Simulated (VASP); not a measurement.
Set up this calculation in VASP 6.6.1, as the native input.

- Task: single point
- Functional: PBEsol
- Potentials or basis: VASP PAW PBE potentials, release 64 (Sb)
- Cutoff: 500 eV
- k mesh: 18 × 18 × 10
- Occupations: gaussian, width 0.1 eV
- Spin: no spin polarisation
- Dipole correction: no
- Further INCAR settings: ALGO = Normal; EDIFF = 1e-06; NBANDS = 12

The structure of Sb lies in POSCAR:

```
Sb
1.0
    2.8933762968      0.0000000000      0.0000000000
   -1.4466881484      2.5057373757      0.0000000000
    0.0000000000      0.0000000000      4.5413831721
Sb
2
Direct
    0.3333333333      0.6666666667      0.2500000000
    0.6666666667      0.3333333333      0.7500000000
```

One way to write it, as run:

INCAR

```
  PREC = Accurate
  ENCUT = 500
  EDIFF = 1E-6
  ISMEAR = 0
  SIGMA = 0.1
  LREAL = False
  LASPH = True
  NELM = 120
  ALGO = Normal
  ISIF = 2
  LWAVE = False
  LCHARG = False
  GGA = PS
  NBANDS = 12
  GGA_COMPAT = False
```

KPOINTS

```
Automatic mesh
0
Gamma
  18 18 10
```

Potentials or basis: VASP PAW PBE potentials, release 64 (Sb).

The run is started by

```console
$ cat potpaw_PBE.64/Sb/POTCAR > POTCAR
$ mpirun -np 1 vasp_std > vasp.out
```

It gave:

The pressure is 92.4 GPa and the band gap on the k mesh is zero (band 5 reaches 23.60 eV, above the bottom of band 6 at 10.73 eV).

Caveat: the PAW data sets were made with another functional, which shifts forces and pressure a little; spin-orbit coupling is left out, which moves the levels of the heavy elements.

Wall time 83 s on 1 thread of Intel Xeon 8259CL, with other jobs on the host, peak memory 0.21 GiB.
